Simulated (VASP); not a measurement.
A run of VASP 6.6.1:

INCAR

```
SYSTEM = BeTe
PREC = Accurate ; ENCUT = 600
EDIFF = 1E-6 ; ISMEAR = 0
SIGMA = 0.05 ; LREAL = .FALSE.
LASPH = .TRUE. ; NELM = 120
ALGO = Normal ; ISIF = 2
LWAVE = .FALSE. ; LCHARG = .TRUE.
GGA = RE ; LELF = .TRUE.
LVHAR = .TRUE. ; NBANDS = 11
GGA_COMPAT = .FALSE.
```

The input KPOINTS:

```
regular mesh
0
G
  8 8 8
  0 0 0
```

POSCAR

```
BeTe
1.0
    0.0000000000      2.8138591029      2.8138591029
    2.8138591029      0.0000000000      2.8138591029
    2.8138591029      2.8138591029      0.0000000000
Be Te
1 1
Direct
    0.0000000000      0.0000000000      0.0000000000
    0.7500000000      0.7500000000      0.7500000000
```

Potentials or basis: VASP PAW PBE potentials, release 64 (Be, Te).

The run is started by

```console
$ cat potpaw_PBE.64/Be/POTCAR potpaw_PBE.64/Te/POTCAR > POTCAR
$ mpirun -np 1 vasp_std > vasp.out
```

Hardware: 1 thread of Intel Xeon 8259CL, on a shared host.

Q: How long does it take, and how much memory?

A: It took 19 s on 1 thread of Intel Xeon 8259CL, on a shared host, peak memory 0.18 GiB. Counts: scf iterations 13, k points 29.
